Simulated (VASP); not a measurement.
Crystal: Ag.

```
Ag
1.0
     2.82728    0.00000    0.00000
    -1.41364    2.44850    0.00000
     0.00000    0.00000    9.79586
Ag
4
Cartesian
  0.0000 0.0000 4.8979
  0.0000 0.0000 0.0000
  1.4136 0.8162 7.3469
  0.0000 1.6323 2.4490
```

This cell differs from its parent crystal: volume scaled by 0.94.

Base run:

| Item | Value |
| --- | --- |
| Program | VASP 6.6.1 |
| Functional | PBEsol |
| Potentials or basis | VASP PAW PBE potentials, release 64 (Ag) |
| Cutoff | 520 eV |
| k mesh | 11 × 11 × 3 |
| Occupations | fermi-dirac, width 0.05 eV |
| Spin | no spin polarisation |

Its results: band gap on the k mesh zero (band 22 reaches 11.28 eV, above the bottom of band 23 at 5.23 eV); pressure -1.7 GPa.

**Question.** The run is repeated on the same cell with these changes: functional from PBEsol to PBE; further incar settings from ALGO = Fast; EDIFF = 1e-06; NBANDS = 30 to ALGO = Normal; EDIFF = 1e-07; NBANDS = 30. What comes out?

**Answer.** Band gap on the k mesh zero (band 22 reaches 11.51 eV, above the bottom of band 23 at 5.37 eV); pressure 5.7 GPa.

Caveats: the PAW data sets were made with another functional, which shifts forces and pressure a little (some runs).
